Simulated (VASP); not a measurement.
# CdS (P6_3mc) in VASP: a series of runs

Runs on CdS. Level: r2SCAN. Tasks: single point.

Everything below comes from runs of VASP 6.6.1. Logs are shortened: lines on timing, memory, paths and dates and some standing lists are left out, and cuts for length are marked.

## 1. The cell of the first run

Symmetry: P6_3mc, No. 186, hexagonal system. Conventional cell: a = 4.205 Å, b = 4.205 Å, c = 6.702 Å, α = 90.00°, β = 90.00°, γ = 120.00°. Within 3.4 Å of Cd (site symmetry 3m) lie 4 S at 2.55 to 2.56 Å. Within 3.4 Å of S (site symmetry 3m) lie 4 Cd at 2.55 to 2.56 Å.

## 2. Single point, r2SCAN (film at in-plane strain +0.01)

POSCAR reads:

```
CdS
1.0
    4.2054320235      0.0000000000      0.0000000000
   -2.1027160117      3.6420109662      0.0000000000
    0.0000000000      0.0000000000      6.7024226339
Cd S
2 2
Direct
    0.3333333333      0.6666666667     -0.0032092926
    0.6666666667      0.3333333333      0.4967907074
    0.3333333333      0.6666666667      0.3782092926
    0.6666666667      0.3333333333      0.8782092926
```

INCAR.step1 reads:

```
  ALGO = Normal
  EDIFF = 1E-4
  ENCUT = 520
  GGA = PE
  ISMEAR = 0
  LASPH = T
  LCHARG = F
  LREAL = F
  LWAVE = T
  NBANDS = 26
  NELM = 100
  PREC = Accurate
  SIGMA = 0.01
```

INCAR.step2 reads:

```
  ALGO = Normal
  EDIFF = 1E-7
  ENCUT = 520
  ISIF = 2
  ISMEAR = 0
  ISTART = 1
  LASPH = T
  LCHARG = T
  LELF = T
  LMIXTAU = T
  LREAL = F
  LVHAR = T
  LWAVE = F
  METAGGA = R2SCAN
  NBANDS = 26
  NELM = 100
  PREC = Accurate
  SIGMA = 0.01
```

KPOINTS reads:

```
k-points
0
Gamma
  6 6 4
```

Potentials or basis: VASP PAW PBE potentials, release 64 (Cd, S).

Command:

```
$ cat potpaw_PBE.64/Cd/POTCAR potpaw_PBE.64/S/POTCAR > POTCAR
$ cp INCAR.step1 INCAR
$ mpirun -np 1 vasp_std > vasp.out
$ cp INCAR.step2 INCAR
$ mpirun -np 1 vasp_std > vasp.out
```

OUTCAR:

```text
EDIFF = 1E-7
   ENCUT = 520
   ISIF = 2
   ISMEAR = 0
   ISTART = 1
   LASPH = T
   LREAL = F
   METAGGA = R2SCAN
   NELM = 100
   PREC = Accurate

 ion  position               nearest neighbor table
   1  0.333  0.667  0.997-   4 2.55   4 2.55   4 2.55   3 2.56
   2  0.667  0.333  0.497-   3 2.55   3 2.55   3 2.55   4 2.56
   3  0.333  0.667  0.378-   2 2.55   2 2.55   2 2.55   1 2.56
   4  0.667  0.333  0.878-   1 2.55   1 2.55   1 2.55   2 2.56

  LATTYP: Found a hexagonal cell.
 ALAT       =     4.2054320235
 C/A-ratio  =     1.5937536492

  Lattice vectors:

 A1 = (   4.2054320235,   0.0000000000,   0.0000000000)
 A2 = (  -2.1027160117,   3.6420109662,   0.0000000000)
 A3 = (   0.0000000000,   0.0000000000,   6.7024226339)

Analysis of symmetry for initial positions (statically):
=====================================================================
 Subroutine PRICEL returns:
 Original cell was already a primitive cell.

 Routine SETGRP: Setting up the symmetry group for a
 hexagonal supercell.

 Subroutine GETGRP returns: Found 12 space group operations
 (whereof  6 operations were pure point group operations)
 out of a pool of 24 trial point group operations.

The static configuration has the point symmetry C_3v.
 The point group associated with its full space group is C_6v.

Analysis of symmetry for dynamics (positions and initial velocities):
=====================================================================
 Subroutine PRICEL returns:
 Original cell was already a primitive cell.

 Routine SETGRP: Setting up the symmetry group for a
 hexagonal supercell.

 Subroutine GETGRP returns: Found 12 space group operations
 (whereof  6 operations were pure point group operations)
 out of a pool of 24 trial point group operations.

The dynamic configuration has the point symmetry C_3v.
 The point group associated with its full space group is C_6v.

 Subroutine INISYM returns: Found 12 space group operations
 (whereof  6 operations are pure point group operations),
 and found     1 'primitive' translations

----------------------------------------------------------------------------------------

                                     Primitive cell
[... 86 lines left out ...]
   LNONCOLLINEAR =      F non collinear calculations
   LSORBIT =      F    spin-orbit coupling
   LASPH  =      T    aspherical Exc in radial PAW
   ENCUT  =  520.0 eV  38.22 Ry    6.18 a.u.   7.82  7.82 12.46*2*pi/ulx,y,z
   NELM   =    100;   NELMIN=  2; NELMDL=  0     # of ELM steps
   EDIFF  = 0.1E-06   stopping-criterion for ELM
   LREAL  =      F    real-space projection
   EDIFFG = 0.1E-05   stopping-criterion for IOM
   NSW    =      0    number of steps for IOM
   IBRION =     -1    ionic relax: 0-MD 1-quasi-New 2-CG
   NFREE  =      0    steps in history (QN), initial steepest desc. (CG)
   ISIF   =      2    stress and relaxation
   ISYM   =      2    0-nonsym 1-usesym 2-fastsym
   POTIM  = 0.5000    time-step for ionic-motion
   TEBEG  =    0.0;   TEEND  =   0.0 temperature during run
   PSTRESS=    0.0 pullay stress
   NELECT =      36.0000    total number of electrons
   NUPDOWN=      -1.0000    fix difference up-down
   EMIN   =  10.00;   EMAX   =-10.00  energy-range for DOS
   EFERMI =   0.00;   METHOD = LEGACY
   ISMEAR =     0;   SIGMA  =   0.01  broadening in eV -4-tet -1-fermi 0-gaus
   EFERMI_NEDOS =   21; number of points for ismear=-14 and -15
   IALGO  =     38    algorithm
   IMIX   =      4    mixing-type and parameters
     AMIX     =   0.40;   BMIX     =  1.00
     AMIX_MAG =   1.60;   BMIX_MAG =  1.00
  volume/ion in A,a.u.               =      25.66       173.19
  Fermi-wavevector in a.u.,A,eV,Ry     =   1.154466  2.181624 18.133729  1.332791
  Thomas-Fermi vector in A             =   2.291102
   LORBIT       =      0    0 simple, 1 ext, 2 COOP (PROOUT), +10 PAW based schemes
   METAGGA = R2SCAN    functional components
   LHFCALC =     F    Hartree Fock is set to
   AEXX    =    0.0000 exact exchange contribution
   IVDW    =     0    specifies the selected vdW correction
   LEPSILON=     F    determine dielectric tensor
   LRPA    =     F    only Hartree local field effects (RPA)
 non-spin polarized calculation
 Gauss-broadening in eV      SIGMA  =   0.01
  energy-cutoff  :      520.00
  volume of cell :      102.66
 maximum number of plane-waves:      2790
 NGX is ok and might be reduce to    32
   NGX = 15   NGY = 15   NGZ = 25

 number of electron      36.0000006 magnetization

 Free energy of the ion-electron system (eV)
  ---------------------------------------------------
  ext. energy  EPLUGINS =         0.00000000
  ---------------------------------------------------
  free energy    TOTEN  =       -59.37722623 eV

  energy without entropy =      -59.37722623  energy(sigma->0) =      -59.37722623

 E-fermi :   0.8421     XC(G=0):  -9.5583

 val. band max:        0.7588590031   @ k =   0.0000   0.0000   0.0000
 cond. band min:       2.3700218118   @ k =   0.0000   0.0000   0.0000
 fundamental gap:      1.6111628087
 Fermi energy:         0.8420745451

 k-point     1 :       0.0000    0.0000    0.0000
  band No.  band energies     occupation
      1     -11.9052      2.00000
      2     -11.4890      2.00000
      3      -7.0625      2.00000
      4      -7.0625      2.00000
      5      -7.0552      2.00000
      6      -6.9797      2.00000
[... 598 lines left out ...]
     25      10.5268      0.00000
     26      10.5268      0.00000

------------------------ aborting loop because EDIFF is reached ----------------------------------------

  FORCE on cell =-STRESS in cart. coord.  units (eV):
  Direction    XX          YY          ZZ          XY          YZ          ZX
  --------------------------------------------------------------------------------------
  -------------------------------------------------------------------------------------
  Total       -0.4042735     -0.4042735      0.1859177     -0.0000000     -0.0000000      0.0000000
  in kB       -6.3096045     -6.3096045      2.9016672     -0.0000000     -0.0000000      0.0000000
  external PRESSURE =      -3.2391806 kB  Pullay stress =       0.0000000 kB

 VOLUME and BASIS-vectors are now :
 -----------------------------------------------------------------------------
  energy-cutoff  :      520.00
  volume of cell :      102.66
      direct lattice vectors                 reciprocal lattice vectors
     4.205432024  0.000000000  0.000000000     0.237787698  0.137286791  0.000000000
    -2.102716012  3.642010966  0.000000000     0.000000000  0.274573583  0.000000000
     0.000000000  0.000000000  6.702422634     0.000000000  0.000000000  0.149199783

 POSITION                                       TOTAL-FORCE (eV/Angst)
 -----------------------------------------------------------------------------------
     -0.00000      2.42801      6.68091         0.000000     -0.000000     -0.002376
      2.10272      1.21400      3.32970        -0.000000     -0.000000     -0.002376
     -0.00000      2.42801      2.53492        -0.000000     -0.000000      0.002376
      2.10272      1.21400      5.88613        -0.000000      0.000000      0.002376
 -----------------------------------------------------------------------------------
    total drift:                               -0.000000      0.000000     -0.006361

  FREE ENERGIE OF THE ION-ELECTRON SYSTEM (eV)
  ---------------------------------------------------
  free  energy   TOTEN  =       -59.3772262256 eV

  energy  without entropy=      -59.3772262256  energy(sigma->0) =      -59.37722623
```

OUTCAR.step1:

```text
EDIFF = 1E-4
   ENCUT = 520
   GGA = PE
   ISMEAR = 0
[... 835 lines left out ...]
     -0.00000      2.42801      6.68091         0.000000     -0.000000      0.001480
      2.10272      1.21400      3.32970        -0.000000      0.000000      0.001480
     -0.00000      2.42801      2.53492         0.000000      0.000000     -0.001480
      2.10272      1.21400      5.88613        -0.000000      0.000000     -0.001480
 -----------------------------------------------------------------------------------
    total drift:                               -0.000000     -0.000000      0.000166

  FREE ENERGIE OF THE ION-ELECTRON SYSTEM (eV)
  ---------------------------------------------------
  free  energy   TOTEN  =       -12.2864464854 eV

  energy  without entropy=      -12.2864464854  energy(sigma->0) =      -12.28644649
```

OSZICAR.step1:

```text
N       E                     dE             d eps       ncg     rms          rms(c)
DAV:   1     0.246680235576E+03    0.24668E+03   -0.17491E+04  1092   0.126E+03
DAV:   2     0.202693121862E+00   -0.24648E+03   -0.23869E+03  1184   0.319E+02
DAV:   3    -0.132421665065E+02   -0.13445E+02   -0.13368E+02  1284   0.739E+01
DAV:   4    -0.133820515037E+02   -0.13988E+00   -0.13974E+00  1280   0.731E+00
DAV:   5    -0.133841565509E+02   -0.21050E-02   -0.21049E-02  1264   0.896E-01    0.107E+01
DAV:   6    -0.123084359101E+02    0.10757E+01   -0.19288E+00  1444   0.140E+01    0.852E+00
DAV:   7    -0.122890859006E+02    0.19350E-01   -0.68765E-01  1136   0.441E+00    0.398E+00
DAV:   8    -0.122873593682E+02    0.17265E-02   -0.77970E-02  1184   0.275E+00    0.499E-01
DAV:   9    -0.122860175906E+02    0.13418E-02   -0.13491E-02  1208   0.141E+00    0.142E-01
DAV:  10    -0.122862900286E+02   -0.27244E-03   -0.11742E-03  1180   0.324E-01    0.117E-01
DAV:  11    -0.122864563214E+02   -0.16629E-03   -0.27474E-04  1038   0.117E-01    0.677E-02
DAV:  12    -0.122864464854E+02    0.98360E-05   -0.11725E-04   800   0.869E-02
   1 F= -.12286446E+02 E0= -.12286446E+02  d E =-.520702E-39
```

It took 5.2 min on 1 thread of Intel Xeon 8259CL, shared host; peak memory 0.25 GiB.

Results:

* Free energy: -59.3772 eV
* Pressure: -0.3 GPa
* Band gap on the k mesh: 1.61 eV

Forces on the atoms (eV/Å):
```
Cd   0.000  0.000 -0.002
Cd   0.000  0.000 -0.002
S    0.000  0.000  0.002
S    0.000  0.000  0.002
```

Stress tensor (GPa, compression positive):
```
-0.63  0.00  0.00
 0.00 -0.63  0.00
 0.00  0.00  0.29
```

Levels at points of the mesh, in eV from the valence-band top:
| k point | band 14 | band 15 | band 16 | band 17 | band 18 | band 19 | band 20 | band 21 | band 22 | band 23 |
| --- | --- | --- | --- | --- | --- | --- | --- | --- | --- | --- |
| (0.00, 0.00, 0.00) | -0.77 | -0.77 | -0.02 | -0.02 | 0.00 | 1.61 | 3.07 | 6.91 | 6.91 | 7.52 |
| (0.50, 0.00, 0.00) | -3.40 | -2.53 | -1.86 | -1.20 | -0.75 | 4.15 | 4.15 | 5.51 | 6.89 | 7.55 |
| (0.00, 0.00, 0.50) | -2.32 | -0.41 | -0.41 | -0.41 | -0.41 | 3.20 | 3.20 | 6.66 | 6.66 | 7.24 |
| (0.50, 0.00, 0.50) | -4.02 | -1.34 | -1.34 | -1.21 | -1.21 | 3.91 | 3.91 | 5.78 | 5.78 | 8.31 |

Caveat: the cell differs from its parent crystal (film at in-plane strain +0.01); the PAW data sets were made with another functional, which shifts forces and pressure a little.

(Continued in part 2 of 2.)
